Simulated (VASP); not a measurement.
# Ga2As5 (P3m1) in VASP: single point with PBE

Aim: the single point of Ga2As5 with PBE.

Program: VASP 6.6.1. These are calculated values, not measurements. Logs are shortened: lines on timing, memory, paths and dates and some standing lists are left out, and cuts for length are marked.

## 1. The cell of the first run

Symmetry: P3m1, No. 156, trigonal system. The conventional cell has a = 3.934 Å, b = 3.934 Å, c = 25.015 Å, α = 90.00°, β = 90.00°, γ = 120.00°. Ga (site symmetry 3m) has 4 As at 2.44 to 2.51 Å within 3.2 Å. Within 3.3 Å of Ga (site symmetry 3m) lie 4 As at 2.49 to 2.51 Å. Within 3.2 Å of Ga (site symmetry 3m) lie 4 As at 2.43 to 2.53 Å. Within 3.2 Å of Ga (site symmetry 3m) lie 4 As at 2.43 to 2.51 Å. Within 3.4 Å of As (site symmetry 3m) lie 6 As at 2.60 to 3.12 Å. As (site symmetry 3m) has 3 As at 2.60 Å within 3.4 Å. Within 3.2 Å of As (site symmetry 3m) lie 4 Ga at 2.44 to 2.51 Å. As (site symmetry 3m) has 3 Ga at 2.49 Å within 3.3 Å.

## 2. Single point, PBE

Contents of INCAR:

```
SYSTEM = Ga2As5
PREC = Accurate ; ENCUT = 520
EDIFF = 1E-7 ; ISMEAR = 0
SIGMA = 0.2 ; LREAL = .FALSE.
LASPH = .TRUE. ; NELM = 60
ALGO = Normal ; ISIF = 2
LWAVE = .FALSE. ; LCHARG = .TRUE.
GGA = PE ; LELF = .TRUE.
LVHAR = .TRUE. ; NBANDS = 64
```

Contents of KPOINTS:

```
regular mesh
0
G
  5 5 1
  0 0 0
```

Contents of POSCAR:

```
Ga2As5
1.0
    3.9339618023      0.0000000000      0.0000000000
   -1.9669809011      3.4069108583      0.0000000000
    0.0000000000      0.0000000000     25.0152397718
Ga As
4 10
Direct
    0.0000000000      0.0000000000      0.8811290192
    0.3333333333      0.6666666667      0.7455539712
    0.3333333333      0.6666666667      0.1508943583
    0.6666666667      0.3333333333      0.0160775344
    0.6666666667      0.3333333333      0.5444012657
    0.3333333333      0.6666666667      0.5946752768
    0.3333333333      0.6666666667      0.8458807902
    0.6666666667      0.3333333333      0.7043816101
    0.0000000000      0.0000000000      0.9813369030
    0.6666666667      0.3333333333      0.1163912509
    0.3333333333      0.6666666667      0.2521260239
    0.0000000000      0.0000000000      0.2990003388
    0.3333333333      0.6666666667      0.4089979744
    0.0000000000      0.0000000000      0.4591536831
```

Potentials or basis: VASP PAW PBE potentials, release 64 (Ga_d, As).

On the command line:

```
$ cat potpaw_PBE.64/Ga_d/POTCAR potpaw_PBE.64/As/POTCAR > POTCAR
$ mpirun -np 1 vasp_std > vasp.out
```

OUTCAR:

```text
SYSTEM = Ga2As5
   PREC = Accurate
   ENCUT = 520
   EDIFF = 1E-7
   ISMEAR = 0
   LREAL = .FALSE.
   LASPH = .TRUE.
   NELM = 60
   ISIF = 2
   GGA = PE

 ion  position               nearest neighbor table
   1  0.000  0.000  0.881-   7 2.44   7 2.44   7 2.44   9 2.51
   2  0.333  0.667  0.746-   8 2.49   8 2.49   8 2.49   7 2.51
   3  0.333  0.667  0.151-  10 2.43  10 2.43  10 2.43  11 2.53
   4  0.667  0.333  0.016-   9 2.43   9 2.43   9 2.43  10 2.51
   5  0.667  0.333  0.544-   6 2.60   6 2.60   6 2.60
   6  0.333  0.667  0.595-   5 2.60   5 2.60   5 2.60
   7  0.333  0.667  0.846-   1 2.44   1 2.44   1 2.44   2 2.51
   8  0.667  0.333  0.704-   2 2.49   2 2.49   2 2.49
   9  0.000  0.000  0.981-   4 2.43   4 2.43   4 2.43   1 2.51
  10  0.667  0.333  0.116-   3 2.43   3 2.43   3 2.43   4 2.51
  11  0.333  0.667  0.252-   3 2.53  12 2.56  12 2.56  12 2.56
  12  0.000  0.000  0.299-  11 2.56  11 2.56  11 2.56
  13  0.333  0.667  0.409-  14 2.59  14 2.59  14 2.59
  14  0.000  0.000  0.459-  13 2.59  13 2.59  13 2.59

  LATTYP: Found a hexagonal cell.
 ALAT       =     3.9339618023
 C/A-ratio  =     6.3587907125

  Lattice vectors:

 A1 = (   3.9339618023,   0.0000000000,   0.0000000000)
 A2 = (  -1.9669809011,   3.4069108583,   0.0000000000)
 A3 = (   0.0000000000,   0.0000000000,  25.0152397718)

Analysis of symmetry for initial positions (statically):
=====================================================================
 Subroutine PRICEL returns:
 Original cell was already a primitive cell.

 Routine SETGRP: Setting up the symmetry group for a
 hexagonal supercell.

 Subroutine GETGRP returns: Found  6 space group operations
 (whereof  6 operations were pure point group operations)
 out of a pool of 24 trial point group operations.

The static configuration has the point symmetry C_3v.

Analysis of symmetry for dynamics (positions and initial velocities):
=====================================================================
 Subroutine PRICEL returns:
 Original cell was already a primitive cell.

 Routine SETGRP: Setting up the symmetry group for a
 hexagonal supercell.

 Subroutine GETGRP returns: Found  6 space group operations
 (whereof  6 operations were pure point group operations)
 out of a pool of 24 trial point group operations.

The dynamic configuration has the point symmetry C_3v.

 Subroutine INISYM returns: Found  6 space group operations
 (whereof  6 operations are pure point group operations),
 and found     1 'primitive' translations

----------------------------------------------------------------------------------------

                                     Primitive cell

  volume of cell :     335.2707

  direct lattice vectors                    reciprocal lattice vectors
     3.933961802  0.000000000  0.000000000     0.254196673  0.146760517  0.000000000
    -1.966980901  3.406910858  0.000000000     0.000000000  0.293521035  0.000000000
     0.000000000  0.000000000 25.015239772     0.000000000  0.000000000  0.039975631

  length of vectors
     3.933961802  3.933961802 25.015239772     0.293521035  0.293521035  0.039975631

  position of ions in fractional coordinates (direct lattice)
     0.000000000  0.000000000  0.881129019
     0.333333333  0.666666667  0.745553971
     0.333333333  0.666666667  0.150894358
     0.666666667  0.333333333  0.016077534
     0.666666667  0.333333333  0.544401266
     0.333333333  0.666666667  0.594675277
     0.333333333  0.666666667  0.845880790
     0.666666667  0.333333333  0.704381610
     0.000000000  0.000000000  0.981336903
     0.666666667  0.333333333  0.116391251
     0.333333333  0.666666667  0.252126024
     0.000000000  0.000000000  0.299000339
     0.333333333  0.666666667  0.408997974
     0.000000000  0.000000000  0.459153683

  ion indices of the primitive-cell ions
   primitive index   ion index
                 1           1
                 2           2
                 3           3
                 4           4
                 5           5
                 6           6
                 7           7
                 8           8
                 9           9
                10          10
                11          11
                12          12
                13          13
                14          14

----------------------------------------------------------------------------------------

 KPOINTS: regular mesh

Automatic generation of k-mesh.
 Grid dimensions read from file:
 generate k-points for:    5    5    1

 Generating k-lattice:

  Cartesian coordinates                     Fractional coordinates (reciprocal lattice)
     0.050839335  0.029352103  0.000000000     0.200000000  0.000000000  0.000000000
     0.000000000  0.058704207  0.000000000     0.000000000  0.200000000  0.000000000
     0.000000000  0.000000000  0.039975631     0.000000000  0.000000000  1.000000000

  Length of vectors
     0.058704207  0.058704207  0.039975631

  Shift w.r.t. Gamma in fractional coordinates (k-lattice)
     0.000000000  0.000000000  0.000000000

 Subroutine IBZKPT returns following result:
 ===========================================

 Found      5 irreducible k-points:

 Following reciprocal coordinates:
            Coordinates               Weight
  0.000000  0.000000  0.000000      1.000000
  0.200000 -0.000000  0.000000      6.000000
  0.400000 -0.000000  0.000000      6.000000
  0.200000  0.200000  0.000000      6.000000
  0.400000  0.200000  0.000000      6.000000
   k-points           NKPTS =      5   k-points in BZ     NKDIM =      5   number of bands    NBANDS=     64
   number of dos      NEDOS =    301   number of ions     NIONS =     14
   total plane-waves  NPLWV = 172800
   dimension x,y,z NGX =    30 NGY =   30 NGZ =  192
   dimension x,y,z NGXF=    60 NGYF=   60 NGZF=  384
   ions per type =               4  10
   NGX,Y,Z   is equivalent  to a cutoff of  12.68, 12.68, 12.76 a.u.
   NGXF,Y,Z  is equivalent  to a cutoff of  25.36, 25.36, 25.52 a.u.
 SYSTEM =  Ga2As5
   PREC   = accura    normal or accurate (medium, high low for compatibility)
   ISTART =      0    job   : 0-new  1-cont  2-samecut
   ICHARG =      2    charge: 1-file 2-atom 10-const
   ISPIN  =      1    spin polarized calculation?
   LNONCOLLINEAR =      F non collinear calculations
   LSORBIT =      F    spin-orbit coupling
   LASPH  =      T    aspherical Exc in radial PAW
   ENCUT  =  520.0 eV  38.22 Ry    6.18 a.u.   7.31  7.31 46.51*2*pi/ulx,y,z
   NELM   =     60;   NELMIN=  2; NELMDL= -5     # of ELM steps
   EDIFF  = 0.1E-06   stopping-criterion for ELM
   LREAL  =      F    real-space projection
   EDIFFG = 0.1E-05   stopping-criterion for IOM
   NSW    =      0    number of steps for IOM
   IBRION =     -1    ionic relax: 0-MD 1-quasi-New 2-CG
   NFREE  =      0    steps in history (QN), initial steepest desc. (CG)
   ISIF   =      2    stress and relaxation
   ISYM   =      2    0-nonsym 1-usesym 2-fastsym
   POTIM  = 0.5000    time-step for ionic-motion
   TEBEG  =    0.0;   TEEND  =   0.0 temperature during run
   PSTRESS=    0.0 pullay stress
   NELECT =     102.0000    total number of electrons
   NUPDOWN=      -1.0000    fix difference up-down
   EMIN   =  10.00;   EMAX   =-10.00  energy-range for DOS
   EFERMI =   0.00;   METHOD = LEGACY
   ISMEAR =     0;   SIGMA  =   0.20  broadening in eV -4-tet -1-fermi 0-gaus
   EFERMI_NEDOS =   21; number of points for ismear=-14 and -15
   IALGO  =     38    algorithm
   IMIX   =      4    mixing-type and parameters
     AMIX     =   0.40;   BMIX     =  1.00
     AMIX_MAG =   1.60;   BMIX_MAG =  1.00
  volume/ion in A,a.u.               =      23.95       161.61
  Fermi-wavevector in a.u.,A,eV,Ry     =   1.101057  2.080696 16.494696  1.212326
  Thomas-Fermi vector in A             =   2.237478
   LORBIT       =      0    0 simple, 1 ext, 2 COOP (PROOUT), +10 PAW based schemes
   GGA     = PE    functional components
   LHFCALC =     F    Hartree Fock is set to
   AEXX    =    0.0000 exact exchange contribution
   IVDW    =     0    specifies the selected vdW correction
   LEPSILON=     F    determine dielectric tensor
   LRPA    =     F    only Hartree local field effects (RPA)
 non-spin polarized calculation
 Gauss-broadening in eV      SIGMA  =   0.20
  energy-cutoff  :      520.00
  volume of cell :      335.27
 maximum number of plane-waves:      9087
 NGX is ok and might be reduce to    30
   NGX = 15   NGY = 15   NGZ = 93

 number of electron     102.0000044 magnetization

 Free energy of the ion-electron system (eV)
  ---------------------------------------------------
  ext. energy  EPLUGINS =         0.00000000
  ---------------------------------------------------
  free energy    TOTEN  =       -59.70185576 eV

  energy without entropy =      -59.63960119  energy(sigma->0) =      -59.67072848

 E-fermi :   3.7638     XC(G=0):  -9.3906

 val. band max:        3.6939560165   @ k =   0.2000  -0.0000   0.0000
 cond. band min:       4.1504592288   @ k =   0.0000   0.0000   0.0000
 fundamental gap:      0.4565032123
 Fermi energy:         3.7637528125

 k-point     1 :       0.0000    0.0000    0.0000
  band No.  band energies     occupation
      1     -11.5639      2.00000
      2     -11.4961      2.00000
      3     -11.4961      2.00000
      4     -11.4342      2.00000
      5     -11.4342      2.00000
      6     -11.2655      2.00000
[... 55 lines left out ...]
     62       6.3832      0.00000
     63       6.3832      0.00000

 k-point     2 :       0.2000   -0.0000    0.0000
  band No.  band energies     occupation
      1     -11.5650      2.00000
      2     -11.5085      2.00000
      3     -11.4887      2.00000
      4     -11.4387      2.00000
      5     -11.4300      2.00000
      6     -11.2703      2.00000
[... 197 lines left out ...]
      6     -11.2985      2.00000
[... 55 lines left out ...]
     62       7.5708      0.00000
     63       7.8762      0.00000
 [bands above 63 left out]

------------------------ aborting loop because EDIFF is reached ----------------------------------------

  FORCE on cell =-STRESS in cart. coord.  units (eV):
  Direction    XX          YY          ZZ          XY          YZ          ZX
  --------------------------------------------------------------------------------------
  -------------------------------------------------------------------------------------
  Total        0.4507666      0.4507666      0.4709121      0.0000000     -0.0000000      0.0000000
  in kB        2.1541043      2.1541043      2.2503747      0.0000000     -0.0000000      0.0000000
  external PRESSURE =       2.1861944 kB  Pullay stress =       0.0000000 kB

 VOLUME and BASIS-vectors are now :
 -----------------------------------------------------------------------------
  energy-cutoff  :      520.00
  volume of cell :      335.27
      direct lattice vectors                 reciprocal lattice vectors
     3.933961802  0.000000000  0.000000000     0.254196673  0.146760517  0.000000000
    -1.966980901  3.406910858  0.000000000     0.000000000  0.293521035  0.000000000
     0.000000000  0.000000000 25.015239772     0.000000000  0.000000000  0.039975631

 POSITION                                       TOTAL-FORCE (eV/Angst)
 -----------------------------------------------------------------------------------
      0.00000      0.00000     22.04165        -0.000000      0.000000      0.006732
     -0.00000      2.27127     18.65021        -0.000000      0.000000      0.001998
     -0.00000      2.27127      3.77466         0.000000     -0.000000      0.009155
      1.96698      1.13564      0.40218         0.000000     -0.000000      0.002729
      1.96698      1.13564     13.61833        -0.000000     -0.000000     -0.040712
     -0.00000      2.27127     14.87594         0.000000     -0.000000      0.053634
     -0.00000      2.27127     21.15991        -0.000000     -0.000000     -0.007331
      1.96698      1.13564     17.62027         0.000000      0.000000     -0.018791
      0.00000      0.00000     24.54838         0.000000     -0.000000     -0.001535
      1.96698      1.13564      2.91156         0.000000     -0.000000     -0.008163
     -0.00000      2.27127      6.30699         0.000000     -0.000000     -0.016451
      0.00000      0.00000      7.47957         0.000000     -0.000000      0.031620
     -0.00000      2.27127     10.23118         0.000000     -0.000000     -0.057437
      0.00000      0.00000     11.48584         0.000000     -0.000000      0.044553
 -----------------------------------------------------------------------------------
    total drift:                                0.000005     -0.000003      0.001285

  FREE ENERGIE OF THE ION-ELECTRON SYSTEM (eV)
  ---------------------------------------------------
  free  energy   TOTEN  =       -59.7018557649 eV

  energy  without entropy=      -59.6396011897  energy(sigma->0) =      -59.67072848
```

Run time: 2 min. Hardware: 1 thread of Intel Xeon 6975P-C (Granite Rapids), shared host; peak memory 0.47 GiB.

What came out:

- Free energy: -59.7019 eV
- Pressure: 0.2 GPa
- Largest force: 0.057 eV/Å
- Band gap on the k mesh: zero (bands 51 and 52 overlap by 0.68 eV)

Forces in eV/Å, atoms in the order of the input:
```
Ga   0.000  0.000  0.007
Ga   0.000  0.000  0.002
Ga   0.000  0.000  0.009
Ga   0.000  0.000  0.003
As   0.000  0.000 -0.041
As   0.000  0.000  0.054
As   0.000  0.000 -0.007
As   0.000  0.000 -0.019
As   0.000  0.000 -0.002
As   0.000  0.000 -0.008
As   0.000  0.000 -0.016
As   0.000  0.000  0.032
As   0.000  0.000 -0.057
As   0.000  0.000  0.045
```

Levels at points of the mesh, in eV from the Fermi level:
```tsv
k point	band 47	band 48	band 49	band 50	band 51	band 52	band 53	band 54	band 55	band 56
(0.00, 0.00, 0.00)	-0.59	-0.16	-0.16	0.39	0.51	0.51	0.94	1.31	1.36	1.36
```

Caveat: the k points lie up to 0.37 Å⁻¹ apart, too coarse for converged energies and pressures of a metal; semilocal functionals underestimate gaps, so a narrow gap can read as zero.
